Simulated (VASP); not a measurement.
Set up this calculation in VASP 6.6.1, as the native input.

```yaml
Task: electric field gradients
Functional: LDA
Potentials_or_basis: VASP PAW LDA potentials, release 64 (Sc_sv, Ga_d)
Cutoff: 520 eV
k_mesh: 9 × 9 × 9
Occupations: fermi-dirac, width 0.05 eV
Spin: no spin polarisation
Dipole_correction: no
Further_INCAR_settings: ALGO = Normal; EDIFF = 1e-08; NBANDS = 33
```

The structure of ScGa3 lies in POSCAR:

```
ScGa3
1.0
    4.1753145078      0.0000000000      0.0000000000
    0.0000000000      4.1753145078      0.0000000000
    0.0000000000      0.0000000000      4.1753145078
Sc Ga
1 3
Direct
    0.0000000000      0.0000000000      0.0000000000
    0.0000000000      0.5000000000      0.5000000000
    0.5000000000      0.0000000000      0.5000000000
    0.5000000000      0.5000000000      0.0000000000
```

The input as run:

INCAR

```
ALGO     = Normal         # electronic algorithm
EDIFF    = 1E-8           # SCF threshold, eV
ENCUT    = 520            # plane-wave cutoff, eV
ISIF     = 2              # what is computed and relaxed
ISMEAR   = -1             # smearing method
LASPH    = True           # aspherical terms in the spheres
LCHARG   = False          # write CHGCAR
LEFG     = True         
LREAL    = False          # projectors in reciprocal space
LWAVE    = False          # write WAVECAR
NBANDS   = 33             # bands
NELM     = 100            # most SCF steps
PREC     = Accurate       # precision mode
SIGMA    = 0.05           # smearing width, eV
```

KPOINTS

```
k-points
0
Gamma
  9 9 9
```

Potentials or basis: VASP PAW LDA potentials, release 64 (Sc_sv, Ga_d).

Run with:

```sh
$ cat potpaw_LDA.64/Sc_sv/POTCAR potpaw_LDA.64/Ga_d/POTCAR > POTCAR
$ mpirun -np 1 vasp_std > vasp.out
```

Results of the run:

The pressure is -8.7 GPa and the band gap on the k mesh is zero (bands 25 and 26 overlap by 3.03 eV). The largest electric field gradient by atom is Sc +0.0; Ga +60.7 V/Å².

Caveat: the cell stands under tension; without QUAD_EFG the Cq values of the log hold for a quadrupole moment of 1 mb, not for the nuclei.

It took 43 s on 1 thread of Intel(R) Xeon(R) Platinum 8488C (Sapphire Rapids) (shared host), peak memory 0.19 GiB.
